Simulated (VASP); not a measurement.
Si, 4 atoms in the cell. The structure is tetragonal, space group I4/mmm (No. 139). Conventional cell: a = 6.291 Å, b = 6.291 Å, c = 3.938 Å, α = 90.00°, β = 90.00°, γ = 90.00°. Within 3.0 Å of Si (site symmetry m2m) lie 4 Si at 2.25 to 2.34 Å. 

```yaml
Program: VASP 6.6.1
Task: single point
Functional: PBEsol
Potentials_or_basis: VASP PAW PBE potentials, release 64 (Si)
Cutoff: 520 eV
k_mesh: 12 × 12 × 12
Occupations: gaussian, width 0.03 eV
Spin: no spin polarisation
Dipole_correction: no
Further_INCAR_settings: ALGO = Normal; EDIFF = 1e-07; NBANDS = 16
```

Potentials or basis: VASP PAW PBE potentials, release 64 (Si).

Command:

```sh
$ cat potpaw_PBE.64/Si/POTCAR > POTCAR
$ mpirun -np 1 vasp_std > vasp.out
```

Hardware: 1 thread of Intel(R) Xeon(R) Platinum 8375C CPU @ 2.90GHz (Ice Lake), on a shared host.

Task: How long does it take, and how much memory?

Result: Run time: 3.9 min on 1 thread of Intel(R) Xeon(R) Platinum 8375C CPU @ 2.90GHz (Ice Lake), on a shared host, peak memory 0.29 GiB. Counts: scf iterations 14, k points 163.
